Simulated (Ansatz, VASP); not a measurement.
# One calculation of GaN, two programs

File INCAR:

```
  PREC = Accurate
  ENCUT = 520
  EDIFF = 1E-6
  ISMEAR = 0
  SIGMA = 0.03
  LREAL = F
  LASPH = T
  NELM = 100
  ALGO = Normal
  ISIF = 2
  LWAVE = F
  LCHARG = F
  NBANDS = 26
```

Contents of KPOINTS:

```
regular mesh
0
Gamma
  8 8 5
```

File POSCAR:

```
GaN
1.0
    3.1889999985      0.0000000000      0.0000000000
   -1.5944999992      2.7617550113      0.0000000000
    0.0000000000      0.0000000000      5.1538900000
Ga N
2 2
Direct
    0.3333333333      0.6666666667     -0.0004296844
    0.6666666667      0.3333333333      0.4995703156
    0.3333333333      0.6666666667      0.3774296844
    0.6666666667      0.3333333333      0.8774296844
```

Input for Ansatz:

```yaml
crystal:
  lattice:
    - [3.1889999985, 0.0, 0.0]
    - [-1.5944999992, 2.7617550113, 0.0]
    - [0.0, 0.0, 5.15389]
  atoms:
    - { symbol: Ga, position: [0.3333333333, 0.6666666667, -0.0004296844] }
    - { symbol: Ga, position: [0.6666666667, 0.3333333333, 0.4995703156] }
    - { symbol: "N", position: [0.3333333333, 0.6666666667, 0.3774296844] }
    - { symbol: "N", position: [0.6666666667, 0.3333333333, 0.8774296844] }
scf:
  occupations: { method: gaussian, width: 0.03 }
output:
  eigenstates: { kpoints: [[0, 0, 0]] }
hamiltonian:
  xc: lda
kpoints:
  mp_grid: { grid: [8, 8, 5] }
```

Alike in both runs: task single point; functional LDA; k mesh 8 × 8 × 5; occupations gaussian, width 0.03 eV; no spin polarisation.

```csv
,VASP,Ansatz
version,VASP 6.6.1,Ansatz 0.2.0
potentials or method,"VASP PAW LDA potentials, release 64 (Ga_d, N)","scalar-relativistic, plane waves, PAW"
plane-wave cutoff (eV),520,420
valence electrons in the cell,36,36
```

|  | VASP | Ansatz | Ansatz less VASP |
| --- | --- | --- | --- |
| gap on the k mesh at the Fermi level (eV) | 1.99 | 1.98 | -0.015 |
| least direct gap on the mesh (eV) | 1.99 | 1.98 | -0.015 |

LDA's correlation is that of Perdew and Zunger in VASP and of Perdew and Wang (1992) in Ansatz.
